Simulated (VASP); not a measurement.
# Si2Ni (Fm-3m) in VASP: further runs

The runs below take Si2Ni through single point, with PBE.

Program: VASP 6.6.1. These are calculated values, not measurements. Logs are shortened: lines on timing, memory, paths and dates and some standing lists are left out, and cuts for length are marked.

## Step 1: The cell of the first run

The structure is cubic, space group Fm-3m (No. 225). The conventional cell has a = 5.656 Å, b = 5.656 Å, c = 5.656 Å, α = 90.00°, β = 90.00°, γ = 90.00°. Si (site symmetry -43m) has 4 Ni at 2.45 Å and 6 Si at 2.83 Å within 3.2 Å. Ni (site symmetry m-3m) has 8 Si at 2.45 Å within 3.2 Å.

## Step 2: Single point, PBE, collinear spin (15.08 Å³/atom)

Input file INCAR:

```
SYSTEM = Si2Ni
PREC = Accurate
ENCUT = 520
EDIFF = 1E-6
ISMEAR = 0
SIGMA = 0.15
LREAL = .FALSE.
LASPH = .TRUE.
NELM = 150
ALGO = Normal
ISIF = 2
LWAVE = .FALSE.
LCHARG = .FALSE.
ISPIN = 2
MAGMOM = 0 0 0.125
LORBIT = 11
NUPDOWN = 0.125
LMAXMIX = 4
GGA = PE
NBANDS = 20
```

Input file KPOINTS:

```
Automatic mesh
0
G
  14 14 14
  0 0 0
```

Input file POSCAR:

```
Si2Ni
1.0
    0.0000000000      2.8279930165      2.8279930165
    2.8279930165      0.0000000000      2.8279930165
    2.8279930165      2.8279930165      0.0000000000
Si Ni
2 1
Direct
    0.2500000000      0.2500000000      0.2500000000
    0.7500000000      0.7500000000      0.7500000000
    0.0000000000      0.0000000000      0.0000000000
```

Potentials or basis: VASP PAW PBE potentials, release 64 (Si, Ni).

Started as:

```sh
cat potpaw_PBE.64/Si/POTCAR potpaw_PBE.64/Ni/POTCAR > POTCAR
mpirun -np 1 vasp_std > vasp.out
```

OUTCAR:

```text
SYSTEM = Si2Ni
   PREC = Accurate
   ENCUT = 520
   EDIFF = 1E-6
   ISMEAR = 0
   LREAL = .FALSE.
   LASPH = .TRUE.
   NELM = 150
   ISIF = 2
   ISPIN = 2
   LORBIT = 11
   NUPDOWN = 0.125
   GGA = PE

 ion  position               nearest neighbor table
   1  0.250  0.250  0.250-   3 2.45   3 2.45   3 2.45   3 2.45   2 2.83   2 2.83   2 2.83   2 2.83
                             2 2.83   2 2.83
   2  0.750  0.750  0.750-   3 2.45   3 2.45   3 2.45   3 2.45   1 2.83   1 2.83   1 2.83   1 2.83
                             1 2.83   1 2.83
   3  0.000  0.000  0.000-   1 2.45   2 2.45   2 2.45   2 2.45   2 2.45   1 2.45   1 2.45   1 2.45

  LATTYP: Found a face centered cubic cell.
 ALAT       =     5.6559860330

  Lattice vectors:

 A1 = (   0.0000000000,   2.8279930165,   2.8279930165)
 A2 = (   2.8279930165,   0.0000000000,   2.8279930165)
 A3 = (   2.8279930165,   2.8279930165,   0.0000000000)

Analysis of symmetry for initial positions (statically):
=====================================================================
 Subroutine PRICEL returns:
 Original cell was already a primitive cell.

 Routine SETGRP: Setting up the symmetry group for a
 face centered cubic supercell.

 Subroutine GETGRP returns: Found 48 space group operations
 (whereof 48 operations were pure point group operations)
 out of a pool of 48 trial point group operations.

The static configuration has the point symmetry O_h .

Analysis of symmetry for dynamics (positions and initial velocities):
=====================================================================
 Subroutine PRICEL returns:
 Original cell was already a primitive cell.

 Routine SETGRP: Setting up the symmetry group for a
 face centered cubic supercell.

 Subroutine GETGRP returns: Found 48 space group operations
 (whereof 48 operations were pure point group operations)
 out of a pool of 48 trial point group operations.

The dynamic configuration has the point symmetry O_h .

Analysis of structural, dynamic, and magnetic symmetry:
=====================================================================
 Subroutine PRICEL returns:
 Original cell was already a primitive cell.

 Routine SETGRP: Setting up the symmetry group for a
 face centered cubic supercell.

 Subroutine GETGRP returns: Found 48 space group operations
 (whereof 48 operations were pure point group operations)
 out of a pool of 48 trial point group operations.

The overall configuration has the point symmetry O_h .

 Subroutine INISYM returns: Found 48 space group operations
 (whereof 48 operations are pure point group operations),
 and found     1 'primitive' translations

----------------------------------------------------------------------------------------

                                     Primitive cell

  volume of cell :      45.2340

  direct lattice vectors                    reciprocal lattice vectors
     0.000000000  2.827993016  2.827993016    -0.176803831  0.176803831  0.176803831
     2.827993016  0.000000000  2.827993016     0.176803831 -0.176803831  0.176803831
     2.827993016  2.827993016  0.000000000     0.176803831  0.176803831 -0.176803831

  length of vectors
     3.999386078  3.999386078  3.999386078     0.306233219  0.306233219  0.306233219

  position of ions in fractional coordinates (direct lattice)
     0.250000000  0.250000000  0.250000000
     0.750000000  0.750000000  0.750000000
     0.000000000  0.000000000  0.000000000

  ion indices of the primitive-cell ions
   primitive index   ion index
                 1           1
                 2           2
                 3           3

----------------------------------------------------------------------------------------

 KPOINTS: Automatic mesh

Automatic generation of k-mesh.
 Grid dimensions read from file:
 generate k-points for:   14   14   14

 Generating k-lattice:

  Cartesian coordinates                     Fractional coordinates (reciprocal lattice)
    -0.012628845  0.012628845  0.012628845     0.071428571  0.000000000  0.000000000
     0.012628845 -0.012628845  0.012628845     0.000000000  0.071428571  0.000000000
     0.012628845  0.012628845 -0.012628845     0.000000000  0.000000000  0.071428571

  Length of vectors
     0.021873801  0.021873801  0.021873801

  Shift w.r.t. Gamma in fractional coordinates (k-lattice)
     0.000000000  0.000000000  0.000000000

 Subroutine IBZKPT returns following result:
 ===========================================

 Found    104 irreducible k-points:

 Following reciprocal coordinates:
            Coordinates               Weight
  0.000000  0.000000  0.000000      1.000000
  0.071429  0.000000  0.000000      8.000000
  0.142857  0.000000  0.000000      8.000000
  0.214286  0.000000  0.000000      8.000000
  0.285714  0.000000  0.000000      8.000000
  0.357143  0.000000  0.000000      8.000000
[... 16 lines left out ...]
  0.214286  0.142857  0.000000     24.000000
  0.285714  0.142857  0.000000     24.000000
 [... further k-points ...]
   k-points           NKPTS =    104   k-points in BZ     NKDIM =    104   number of bands    NBANDS=     20
   number of dos      NEDOS =    301   number of ions     NIONS =      3
   total plane-waves  NPLWV =  27000
   dimension x,y,z NGX =    30 NGY =   30 NGZ =   30
   dimension x,y,z NGXF=    60 NGYF=   60 NGZF=   60
   ions per type =               2   1
   NGX,Y,Z   is equivalent  to a cutoff of  12.47, 12.47, 12.47 a.u.
   NGXF,Y,Z  is equivalent  to a cutoff of  24.94, 24.94, 24.94 a.u.
 SYSTEM =  Si2Ni
   PREC   = accura    normal or accurate (medium, high low for compatibility)
   ISTART =      0    job   : 0-new  1-cont  2-samecut
   ICHARG =      2    charge: 1-file 2-atom 10-const
   ISPIN  =      2    spin polarized calculation?
   LNONCOLLINEAR =      F non collinear calculations
   LSORBIT =      F    spin-orbit coupling
   LASPH  =      T    aspherical Exc in radial PAW
   ENCUT  =  520.0 eV  38.22 Ry    6.18 a.u.   7.44  7.44  7.44*2*pi/ulx,y,z
   NELM   =    150;   NELMIN=  2; NELMDL= -5     # of ELM steps
   EDIFF  = 0.1E-05   stopping-criterion for ELM
   LREAL  =      F    real-space projection
   EDIFFG = 0.1E-04   stopping-criterion for IOM
   NSW    =      0    number of steps for IOM
   IBRION =     -1    ionic relax: 0-MD 1-quasi-New 2-CG
   NFREE  =      0    steps in history (QN), initial steepest desc. (CG)
   ISIF   =      2    stress and relaxation
   ISYM   =      2    0-nonsym 1-usesym 2-fastsym
   POTIM  = 0.5000    time-step for ionic-motion
   TEBEG  =    0.0;   TEEND  =   0.0 temperature during run
   PSTRESS=    0.0 pullay stress
   NELECT =      18.0000    total number of electrons
   NUPDOWN=       0.1250    fix difference up-down
   EMIN   =  10.00;   EMAX   =-10.00  energy-range for DOS
   EFERMI =   0.00;   METHOD = LEGACY
   ISMEAR =     0;   SIGMA  =   0.15  broadening in eV -4-tet -1-fermi 0-gaus
   EFERMI_NEDOS =   21; number of points for ismear=-14 and -15
   IALGO  =     38    algorithm
   IMIX   =      4    mixing-type and parameters
     AMIX     =   0.40;   BMIX     =  1.00
     AMIX_MAG =   1.60;   BMIX_MAG =  1.00
  volume/ion in A,a.u.               =      15.08       101.75
  Fermi-wavevector in a.u.,A,eV,Ry     =   1.204141  2.275496 19.727842  1.449955
  Thomas-Fermi vector in A             =   2.339874
   LORBIT       =     11    0 simple, 1 ext, 2 COOP (PROOUT), +10 PAW based schemes
   GGA     = PE    functional components
   LHFCALC =     F    Hartree Fock is set to
   AEXX    =    0.0000 exact exchange contribution
   IVDW    =     0    specifies the selected vdW correction
   LEPSILON=     F    determine dielectric tensor
   LRPA    =     F    only Hartree local field effects (RPA)
 spin polarized calculation
 Gauss-broadening in eV      SIGMA  =   0.15
  energy-cutoff  :      520.00
  volume of cell :       45.23
 maximum number of plane-waves:      1243
 NGX is ok and might be reduce to    30
   NGX = 15   NGY = 15   NGZ = 15

 number of electron      17.9999996 magnetization       0.1250000

 Free energy of the ion-electron system (eV)
  ---------------------------------------------------
  ext. energy  EPLUGINS =         0.00000000
  ---------------------------------------------------
  free energy    TOTEN  =       -17.15661022 eV

  energy without entropy =      -17.14603350  energy(sigma->0) =      -17.15132186

 E-fermi :   8.3532     XC(G=0): -10.9755

 val. band max:        8.5418617382   @ k =   0.5000   0.2857   0.0000
 cond. band min:       8.3748064137   @ k =   0.4286   0.2857   0.0000
 fundamental gap:     -0.1670553245
 Fermi energy:         8.5499661156

 spin component 1

 k-point     1 :       0.0000    0.0000    0.0000
  band No.  band energies     occupation
      1      -4.0740      1.00000
      2       4.1623      1.00000
      3       4.1623      1.00000
      4       4.1623      1.00000
      5       5.7167      1.00000
      6       5.7167      1.00000
[... 12 lines left out ...]
     19      17.2254      0.00000
     20      19.5418      0.00000
[... 507 lines left out ...]
 k-point    24 :       0.2857    0.1429    0.0000
  band No.  band energies     occupation
      1      -3.0882      1.00000
      2       2.4257      1.00000
      3       4.2943      1.00000
      4       4.3410      1.00000
      5       5.2436      1.00000
      6       5.8157      1.00000
[... 12 lines left out ...]
     19      20.9795      0.00000
     20      22.6053      0.00000

 [... further k-points ...]

 spin component 2

 k-point     1 :       0.0000    0.0000    0.0000
  band No.  band energies     occupation
      1      -4.0470      1.00000
      2       4.2188      1.00000
      3       4.2188      1.00000
      4       4.2188      1.00000
      5       5.7592      1.00000
      6       5.7592      1.00000
[... 12 lines left out ...]
     19      17.2479      0.00000
     20      19.5676      0.00000
[... 507 lines left out ...]
 k-point    24 :       0.2857    0.1429    0.0000
  band No.  band energies     occupation
      1      -3.0609      1.00000
      2       2.4651      1.00000
      3       4.3465      1.00000
      4       4.3953      1.00000
      5       5.2823      1.00000
      6       5.8598      1.00000
[... 12 lines left out ...]
     19      21.0027      0.00000
     20      22.6377      0.00000

 [... further k-points ...]
[... 5 lines left out ...]
  --------------------------------------------------------------------------------------
  -------------------------------------------------------------------------------------
  Total       -3.5533615     -3.5533615     -3.5533615      0.0000000      0.0000000     -0.0000000
  in kB     -125.8592046   -125.8592046   -125.8592046      0.0000000      0.0000000     -0.0000000
  external PRESSURE =    -125.8592046 kB  Pullay stress =       0.0000000 kB

 VOLUME and BASIS-vectors are now :
 -----------------------------------------------------------------------------
  energy-cutoff  :      520.00
  volume of cell :       45.23
      direct lattice vectors                 reciprocal lattice vectors
     0.000000000  2.827993016  2.827993016    -0.176803831  0.176803831  0.176803831
     2.827993016  0.000000000  2.827993016     0.176803831 -0.176803831  0.176803831
     2.827993016  2.827993016  0.000000000     0.176803831  0.176803831 -0.176803831

 POSITION                                       TOTAL-FORCE (eV/Angst)
 -----------------------------------------------------------------------------------
      1.41400      1.41400      1.41400         0.000000      0.000000      0.000000
      4.24199      4.24199      4.24199        -0.000000     -0.000000     -0.000000
      0.00000      0.00000      0.00000        -0.000000      0.000000      0.000000
 -----------------------------------------------------------------------------------
    total drift:                                0.000000     -0.000000     -0.000000

  FREE ENERGIE OF THE ION-ELECTRON SYSTEM (eV)
  ---------------------------------------------------
  free  energy   TOTEN  =       -17.1566102221 eV

  energy  without entropy=      -17.1460334984  energy(sigma->0) =      -17.15132186

 total charge

# of ion       s       p       d       tot
------------------------------------------
    1        0.765   0.759   0.000   1.524
    2        0.765   0.759   0.000   1.524
    3        0.495   0.620   8.382   9.497
--------------------------------------------------
tot          2.025   2.138   8.382  12.546

 magnetization (x)

# of ion       s       p       d       tot
------------------------------------------
    1        0.009   0.006   0.000   0.015
    2        0.009   0.006   0.000   0.015
    3        0.000   0.005   0.063   0.067
--------------------------------------------------
tot          0.018   0.017   0.063   0.097
```

Wall time 98 s (1 thread of Intel Xeon 6975P-C (Granite Rapids), shared host); peak memory 0.28 GiB.

What came out:

* Free energy: -17.1566 eV
* Pressure: -12.6 GPa
* Net moment: 0.12 μB per cell
* Site moments: Si +0.01; Ni +0.07 μB
* Valence electrons inside the program's atomic spheres: Si 1.52; Ni 9.50

Caveat: the cell stands under tension; the total moment is fixed, so each spin has its own Fermi level and the state may be an excited one.

## Step 3: Single point, PBE, collinear spin, ferromagnetic start (15.08 Å³/atom)

Input file INCAR:

```
ALGO     = Normal         # electronic algorithm
EDIFF    = 1E-6           # SCF threshold, eV
ENCUT    = 520            # plane-wave cutoff, eV
GGA      = PE             # functional
ISIF     = 2              # what is computed and relaxed
ISMEAR   = 0              # smearing method
ISPIN    = 2              # spin polarisation
LASPH    = T              # aspherical terms in the spheres
LCHARG   = F              # write CHGCAR
LMAXMIX  = 4              # l up to which the mixer works
LORBIT   = 11             # projections on sites
LREAL    = F              # projectors in reciprocal space
LWAVE    = F              # write WAVECAR
MAGMOM   = 0 0 0.625      # initial moments
NBANDS   = 20             # bands
NELM     = 150            # most SCF steps
NUPDOWN  = 0.625          # fixed moment
PREC     = Accurate       # precision mode
SIGMA    = 0.15           # smearing width, eV
```

Input file KPOINTS:

```
k-points
0
Gamma
  14 14 14
```

POSCAR is that of step 2.

Potentials or basis: VASP PAW PBE potentials, release 64 (Si, Ni).

Started as:

```sh
cat potpaw_PBE.64/Si/POTCAR potpaw_PBE.64/Ni/POTCAR > POTCAR
mpirun -np 1 vasp_std > vasp.out
```

It took 90 s on 1 thread of Intel Xeon 6975P-C (Granite Rapids), shared host; peak memory 0.27 GiB.

Results (log left out):

```yaml
Free_energy: -17.0074 eV
Pressure: -11.6 GPa
Net_moment: 0.62 μB per cell
Site_moments: Si +0.07; Ni +0.31 μB
Valence_electrons_inside_the_program's_atomic_spheres: Si 1.53; Ni 9.49
```

Caveat: the cell stands under tension; the total moment is fixed, so each spin has its own Fermi level and the state may be an excited one.
